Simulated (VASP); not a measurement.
# MoWO4 (I4_1/a) in VASP: single point with r2SCAN

Aim: the single point of MoWO4 with r2SCAN.

All numbers are computed with VASP 6.6.1; they aren't measurements. Logs are shortened: lines on timing, memory, paths and dates and some standing lists are left out, and cuts for length are marked.

### 1 The cell of the first run

It takes space group I4_1/a (No. 88, tetragonal). Conventional cell: a = 4.883 Å, b = 4.883 Å, c = 10.603 Å, α = 90.00°, β = 90.00°, γ = 90.00°. Within 2.6 Å of Mo (site symmetry -4) lie 8 O at 1.95 to 2.58 Å. W (site symmetry -4) has 8 O at 2.07 to 2.21 Å within 2.7 Å. Within 2.7 Å of O (site symmetry 1) lie 2 Mo at 1.95 to 2.58 Å and 2 W at 2.07 to 2.21 Å and 5 O at 2.32 to 2.68 Å.

### 2 Single point, r2SCAN

The input, POSCAR:

```
MoWO4
1.0
    0.0000000000      4.8830580000      0.0000000000
    4.8830580000      0.0000000000      0.0000000000
    2.4415290000      2.4415290000     -5.3016600000
Mo W O
2 2 8
Direct
    0.3750000000      0.1250000000      0.7500000000
    0.6250000000      0.8750000000      0.2500000000
    0.8750000000      0.6250000000      0.7500000000
    0.1250000000      0.3750000000      0.2500000000
    0.0775047907      0.3069209170      0.9389940199
    0.8069209170      0.9835011894      0.4389940199
    0.4835011894      0.7540850631      0.9389940199
    0.2540850631      0.5775047907      0.4389940199
    0.9224952093      0.6930790830      0.0610059801
    0.1930790830      0.0164988106      0.5610059801
    0.5164988106      0.2459149369      0.0610059801
    0.7459149369      0.4224952093      0.5610059801
```

The input, INCAR.step1:

```
PREC     = Accurate       # precision mode
ENCUT    = 520            # plane-wave cutoff, eV
ISMEAR   = -1             # smearing method
SIGMA    = 0.0187         # smearing width, eV
LREAL    = False          # projectors in reciprocal space
LASPH    = True           # aspherical terms in the spheres
NELM     = 100            # most SCF steps
NBANDS   = 64             # bands
GGA      = PE             # functional
ALGO     = Normal         # electronic algorithm
EDIFF    = 1E-4           # SCF threshold, eV
LWAVE    = True           # write WAVECAR
LCHARG   = False          # write CHGCAR
```

The input, INCAR.step2:

```
PREC     = Accurate       # precision mode
ENCUT    = 520            # plane-wave cutoff, eV
EDIFF    = 1E-6           # SCF threshold, eV
ISMEAR   = -1             # smearing method
SIGMA    = 0.0187         # smearing width, eV
LREAL    = False          # projectors in reciprocal space
LASPH    = True           # aspherical terms in the spheres
NELM     = 100            # most SCF steps
ALGO     = Normal         # electronic algorithm
ISIF     = 2              # what is computed and relaxed
LWAVE    = False          # write WAVECAR
LCHARG   = True           # write CHGCAR
METAGGA  = R2SCAN         # meta-GGA
LMIXTAU  = True         
LELF     = True           # ELF
LVHAR    = True         
NBANDS   = 64             # bands
ISTART   = 1
```

The input, KPOINTS:

```
Automatic mesh
0
Gamma
  4 4 4
```

Potentials or basis: VASP PAW PBE potentials, release 64 (Mo_sv, W_sv, O).

Launch:

```sh
$ cat potpaw_PBE.64/Mo_sv/POTCAR potpaw_PBE.64/W_sv/POTCAR potpaw_PBE.64/O/POTCAR > POTCAR
$ cp INCAR.step1 INCAR
$ mpirun -np 1 vasp_std > vasp.out
$ cp INCAR.step2 INCAR
$ mpirun -np 1 vasp_std > vasp.out
```

OUTCAR:

```text
PREC = Accurate
   ENCUT = 520
   EDIFF = 1E-6
   ISMEAR = -1
   LREAL = False
   LASPH = True
   NELM = 100
   ISIF = 2
   METAGGA = R2SCAN
   ISTART = 1

 ion  position               nearest neighbor table
   1  0.375  0.125  0.750-   7 1.95  12 1.95  10 1.95   5 1.95   9 2.58   6 2.58  11 2.58   8 2.58
                             3 3.45   3 3.45   3 3.45   3 3.45
   2  0.625  0.875  0.250-   8 1.95  11 1.95   9 1.95   6 1.95   7 2.58  10 2.58   5 2.58  12 2.58
                             4 3.45   4 3.45   4 3.45   4 3.45
   3  0.875  0.625  0.750-   5 2.07   7 2.07  10 2.07  12 2.07   9 2.21   6 2.21   8 2.21  11 2.21
                             1 3.45   1 3.45   1 3.45   1 3.45
   4  0.125  0.375  0.250-   6 2.07   8 2.07   9 2.07  11 2.07  10 2.21   5 2.21  12 2.21   7 2.21
                             2 3.45   2 3.45   2 3.45   2 3.45
   5  0.078  0.307  0.939-   1 1.95   3 2.07   4 2.21   2 2.58
   6  0.807  0.984  0.439-   2 1.95   4 2.07   3 2.21   1 2.58
   7  0.484  0.754  0.939-   1 1.95   3 2.07   4 2.21   2 2.58
   8  0.254  0.578  0.439-   2 1.95   4 2.07   3 2.21   1 2.58
   9  0.922  0.693  0.061-   2 1.95   4 2.07   3 2.21   1 2.58
  10  0.193  0.016  0.561-   1 1.95   3 2.07   4 2.21   2 2.58
  11  0.516  0.246  0.061-   2 1.95   4 2.07   3 2.21   1 2.58
  12  0.746  0.422  0.561-   1 1.95   3 2.07   4 2.21   2 2.58

  LATTYP: Found a body centered tetragonal cell.
 ALAT       =     4.8830580000
 C/A-ratio  =     2.1714507589

  Lattice vectors:

 A1 = (  -2.4415290000,   2.4415290000,   5.3016600000)
 A2 = (   2.4415290000,  -2.4415290000,   5.3016600000)
 A3 = (   2.4415290000,   2.4415290000,  -5.3016600000)

Analysis of symmetry for initial positions (statically):
=====================================================================
 Subroutine PRICEL returns:
 Original cell was already a primitive cell.

 Routine SETGRP: Setting up the symmetry group for a
 body centered tetragonal supercell.

 Subroutine GETGRP returns: Found  8 space group operations
 (whereof  2 operations were pure point group operations)
 out of a pool of 16 trial point group operations.

The static configuration has the point symmetry S_2 .
 The point group associated with its full space group is C_4h.

Analysis of symmetry for dynamics (positions and initial velocities):
=====================================================================
 Subroutine PRICEL returns:
 Original cell was already a primitive cell.

 Routine SETGRP: Setting up the symmetry group for a
 body centered tetragonal supercell.

 Subroutine GETGRP returns: Found  8 space group operations
 (whereof  2 operations were pure point group operations)
 out of a pool of 16 trial point group operations.

The dynamic configuration has the point symmetry S_2 .
 The point group associated with its full space group is C_4h.

 Subroutine INISYM returns: Found  8 space group operations
 (whereof  2 operations are pure point group operations),
 and found     1 'primitive' translations

----------------------------------------------------------------------------------------

                                     Primitive cell

  volume of cell :     126.4141

  direct lattice vectors                    reciprocal lattice vectors
     0.000000000  4.883058000  0.000000000     0.000000000  0.204789704  0.094310084
     4.883058000  0.000000000  0.000000000     0.204789704  0.000000000  0.094310084
     2.441529000  2.441529000 -5.301660000     0.000000000  0.000000000 -0.188620168

  length of vectors
     4.883058000  4.883058000  6.326904968     0.225462224  0.225462224  0.188620168

  position of ions in fractional coordinates (direct lattice)
     0.375000000  0.125000000  0.750000000
     0.625000000  0.875000000  0.250000000
     0.875000000  0.625000000  0.750000000
     0.125000000  0.375000000  0.250000000
     0.077504791  0.306920917  0.938994020
     0.806920917  0.983501189  0.438994020
     0.483501189  0.754085063  0.938994020
     0.254085063  0.577504791  0.438994020
     0.922495209  0.693079083  0.061005980
     0.193079083  0.016498811  0.561005980
     0.516498811  0.245914937  0.061005980
     0.745914937  0.422495209  0.561005980

  ion indices of the primitive-cell ions
   primitive index   ion index
[... 25 lines left out ...]
     0.051197426  0.000000000  0.023577521     0.000000000  0.250000000 -0.000000000
     0.000000000  0.000000000 -0.047155042     0.000000000  0.000000000  0.250000000

  Length of vectors
     0.056365556  0.056365556  0.047155042

  Shift w.r.t. Gamma in fractional coordinates (k-lattice)
     0.000000000  0.000000000  0.000000000

 Subroutine IBZKPT returns following result:
 ===========================================

 Found     14 irreducible k-points:

 Following reciprocal coordinates:
            Coordinates               Weight
  0.000000  0.000000  0.000000      1.000000
  0.250000  0.000000  0.000000      8.000000
  0.500000  0.000000  0.000000      4.000000
  0.250000  0.250000  0.000000      8.000000
  0.500000  0.250000  0.000000      8.000000
 -0.250000  0.500000  0.000000      8.000000
 -0.250000  0.250000  0.000000      4.000000
  0.500000  0.500000  0.000000      2.000000
  0.000000  0.000000  0.250000      2.000000
  0.500000  0.000000  0.250000      4.000000
 -0.250000  0.000000  0.250000      8.000000
  0.500000  0.500000  0.250000      2.000000
 -0.250000 -0.250000  0.250000      4.000000
  0.000000  0.000000  0.500000      1.000000
   k-points           NKPTS =     14   k-points in BZ     NKDIM =     14   number of bands    NBANDS=     64
   number of dos      NEDOS =    301   number of ions     NIONS =     12
   total plane-waves  NPLWV =  62208
   dimension x,y,z NGX =    36 NGY =   36 NGZ =   48
   dimension x,y,z NGXF=    72 NGYF=   72 NGZF=   96
   ions per type =               2   2   8
   NGX,Y,Z   is equivalent  to a cutoff of  12.26, 12.26, 12.61 a.u.
   NGXF,Y,Z  is equivalent  to a cutoff of  24.51, 24.51, 25.22 a.u.
 SYSTEM =  unknown system
   PREC   = accura    normal or accurate (medium, high low for compatibility)
   ISTART =      1    job   : 0-new  1-cont  2-samecut
   ICHARG =      0    charge: 1-file 2-atom 10-const
   ISPIN  =      1    spin polarized calculation?
   LNONCOLLINEAR =      F non collinear calculations
   LSORBIT =      F    spin-orbit coupling
   LASPH  =      T    aspherical Exc in radial PAW
   ENCUT  =  520.0 eV  38.22 Ry    6.18 a.u.   9.08  9.08 11.76*2*pi/ulx,y,z
   NELM   =    100;   NELMIN=  2; NELMDL=  0     # of ELM steps
   EDIFF  = 0.1E-05   stopping-criterion for ELM
   LREAL  =      F    real-space projection
   EDIFFG = 0.1E-04   stopping-criterion for IOM
   NSW    =      0    number of steps for IOM
   IBRION =     -1    ionic relax: 0-MD 1-quasi-New 2-CG
   NFREE  =      0    steps in history (QN), initial steepest desc. (CG)
   ISIF   =      2    stress and relaxation
   ISYM   =      2    0-nonsym 1-usesym 2-fastsym
   POTIM  = 0.5000    time-step for ionic-motion
   TEBEG  =    0.0;   TEEND  =   0.0 temperature during run
   PSTRESS=    0.0 pullay stress
   NELECT =     104.0000    total number of electrons
   NUPDOWN=      -1.0000    fix difference up-down
   EMIN   =  10.00;   EMAX   =-10.00  energy-range for DOS
   EFERMI =   0.00;   METHOD = LEGACY
   ISMEAR =    -1;   SIGMA  =   0.02  broadening in eV -4-tet -1-fermi 0-gaus
   EFERMI_NEDOS =   21; number of points for ismear=-14 and -15
   IALGO  =     38    algorithm
   IMIX   =      4    mixing-type and parameters
     AMIX     =   0.40;   BMIX     =  1.00
     AMIX_MAG =   1.60;   BMIX_MAG =  1.00
  volume/ion in A,a.u.               =      10.53        71.09
  Fermi-wavevector in a.u.,A,eV,Ry     =   1.533984  2.898809 32.015949  2.353106
  Thomas-Fermi vector in A             =   2.640975
   LORBIT       =      0    0 simple, 1 ext, 2 COOP (PROOUT), +10 PAW based schemes
   METAGGA = R2SCAN    functional components
   LHFCALC =     F    Hartree Fock is set to
   AEXX    =    0.0000 exact exchange contribution
   IVDW    =     0    specifies the selected vdW correction
   LEPSILON=     F    determine dielectric tensor
   LRPA    =     F    only Hartree local field effects (RPA)
 non-spin polarized calculation
  energy-cutoff  :      520.00
  volume of cell :      126.41
 maximum number of plane-waves:      3419
   NGX = 19   NGY = 19   NGZ = 23

 number of electron     104.0000009 magnetization

 Free energy of the ion-electron system (eV)
  ---------------------------------------------------
  ext. energy  EPLUGINS =         0.00000000
  ---------------------------------------------------
  free energy    TOTEN  =      -221.85094403 eV

  energy without entropy =     -221.83543639  energy(sigma->0) =     -221.84319021

 E-fermi :   9.0151     XC(G=0): -13.0842

 val. band max:        9.0141952395   @ k =   0.2500   0.2500   0.0000
 cond. band min:       9.0230787516   @ k =   0.0000   0.0000   0.2500
 fundamental gap:      0.0088835121
 Fermi energy:         9.0150973202

 k-point     1 :       0.0000    0.0000    0.0000
  band No.  band energies     occupation
      1     -68.9082      2.00000
      2     -68.9048      2.00000
      3     -55.3737      2.00000
      4     -55.3661      2.00000
      5     -32.5521      2.00000
      6     -32.4465      2.00000
[... 927 lines left out ...]
     63      12.7458      0.00000
     64      12.7458      0.00000

------------------------ aborting loop because EDIFF is reached ----------------------------------------

  FORCE on cell =-STRESS in cart. coord.  units (eV):
  Direction    XX          YY          ZZ          XY          YZ          ZX
  --------------------------------------------------------------------------------------
  -------------------------------------------------------------------------------------
  Total       -0.6541789     -0.6541789    -10.6142172     -0.0000063     -0.0000000      0.0000000
  in kB       -8.2910872     -8.2910872   -134.5249729     -0.0000804     -0.0000000      0.0000000
  external PRESSURE =     -50.3690491 kB  Pullay stress =       0.0000000 kB

 VOLUME and BASIS-vectors are now :
 -----------------------------------------------------------------------------
  energy-cutoff  :      520.00
  volume of cell :      126.41
      direct lattice vectors                 reciprocal lattice vectors
     0.000000000  4.883058000  0.000000000     0.000000000  0.204789704  0.094310084
     4.883058000  0.000000000  0.000000000     0.204789704  0.000000000  0.094310084
     2.441529000  2.441529000 -5.301660000     0.000000000  0.000000000 -0.188620168

 POSITION                                       TOTAL-FORCE (eV/Angst)
 -----------------------------------------------------------------------------------
      2.44153      3.66229     -3.97625        -0.000000      0.000000     -0.000000
      4.88306      3.66229     -1.32542        -0.000000      0.000000     -0.000000
      4.88306      6.10382     -3.97625        -0.000000      0.000000     -0.000000
      2.44153      1.22076     -1.32542        -0.000000      0.000000     -0.000000
      3.79129      2.67104     -4.97823        -0.045499      0.011653     -0.031898
      5.87431      5.01206     -2.32740        -0.011653     -0.045499     -0.031898
      5.97482      4.65355     -4.97823         0.045499     -0.011653     -0.031898
      3.89181      2.31253     -2.32740         0.011653      0.045499     -0.031898
      3.53329      4.65355     -0.32343         0.045499     -0.011653      0.031898
      1.45028      2.31253     -2.97426         0.011653      0.045499      0.031898
      1.34976      2.67104     -0.32343        -0.045499      0.011653      0.031898
      3.43278      5.01206     -2.97426        -0.011653     -0.045499      0.031898
 -----------------------------------------------------------------------------------
    total drift:                               -0.000000     -0.000000      0.000000

  FREE ENERGIE OF THE ION-ELECTRON SYSTEM (eV)
  ---------------------------------------------------
  free  energy   TOTEN  =      -221.8509440317 eV

  energy  without entropy=     -221.8354363940  energy(sigma->0) =     -221.84319021
```

Wall time 7.3 min (1 thread of Intel Xeon Platinum 8259CL at 2.50GHz (Skylake/Cascade Lake), shared host); peak memory 0.3 GiB.

Results:

```
Free energy            : -221.8509 eV
Pressure               : -5.0 GPa
Largest force          : 0.057 eV/Å
Band gap on the k mesh : zero (bands 52 and 53 overlap by 0.42 eV)
```

Forces on the atoms (eV/Å):
```
Mo   0.000  0.000  0.000
Mo   0.000  0.000  0.000
W    0.000  0.000  0.000
W    0.000  0.000  0.000
O   -0.045  0.012 -0.032
O   -0.012 -0.045 -0.032
O    0.045 -0.012 -0.032
O    0.012  0.045 -0.032
O    0.045 -0.012  0.032
O    0.012  0.045  0.032
O   -0.045  0.012  0.032
O   -0.012 -0.045  0.032
```

Stress tensor (GPa, compression positive):
```
 -0.83   0.00   0.00
  0.00  -0.83   0.00
  0.00   0.00 -13.45
```

Caveat: the cell stands under tension; the PAW data sets were made with another functional, which shifts forces and pressure a little; spin-orbit coupling is left out, which moves the levels of the heavy elements.
